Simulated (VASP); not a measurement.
Set up this calculation in VASP 6.6.1, as the native input.

```yaml
Task: single point
Functional: PBE
Potentials_or_basis: VASP PAW PBE potentials, release 64 (Si, N)
Cutoff: 520 eV
k_mesh: 4 × 4 × 10
Occupations: fermi-dirac, width 0.02 eV
Spin: no spin polarisation
Dipole_correction: no
Further_INCAR_settings: ALGO = Normal; EDIFF = 1e-06; NBANDS = 45
```

The structure of Si3N4 lies in POSCAR:

```
Si3N4
1.0
    7.4399564957      0.0000000000      0.0000000000
   -3.7199782478      6.4431913283      0.0000000000
    0.0000000000      0.0000000000      2.8430527633
Si N
6 8
Direct
    0.7629731989      0.1695022424      0.3256290227
    0.5934709565      0.7629731989      0.8256290227
    0.8304977576      0.5934709565      0.3256290227
    0.2370268011      0.8304977576      0.8256290227
    0.4065290435      0.2370268011      0.3256290227
    0.1695022424      0.4065290435      0.8256290227
    0.0252663990      0.3285367532      0.3256289781
    0.6967296457      0.0252663990      0.8256289781
    0.6714632468      0.6967296457      0.3256289781
    0.9747336010      0.6714632468      0.8256289781
    0.3032703543      0.9747336010      0.3256289781
    0.3285367532      0.3032703543      0.8256289781
    0.3333333333      0.6666666667     -0.1743740023
    0.6666666667      0.3333333333      0.3256259977
```

These files were run (other wordings do the same):

INCAR

```
PREC = Accurate ; ENCUT = 520
EDIFF = 1E-6 ; ISMEAR = -1
SIGMA = 0.02 ; LREAL = F
LASPH = T ; NELM = 100
ALGO = Normal ; ISIF = 2
LWAVE = F ; LCHARG = F
GGA = PE ; NBANDS = 45
```

KPOINTS

```
Automatic mesh
0
Gamma
  4 4 10
```

Potentials or basis: VASP PAW PBE potentials, release 64 (Si, N).

The run is started by

```console
$ cat potpaw_PBE.64/Si/POTCAR potpaw_PBE.64/N/POTCAR > POTCAR
$ mpirun -np 1 vasp_std > vasp.out
```

It gave:

```yaml
Pressure: 24.0 GPa
Largest_force: 0.008 eV/Å
Band_gap_on_the_k_mesh: 4.60 eV (least direct gap 4.78 eV)
```

Caveat: the cell stands under pressure.

Run time: 99 s on 1 thread of AMD EPYC 9R45 96-Core Processor (Zen 5), on a shared host, peak memory 0.27 GiB.
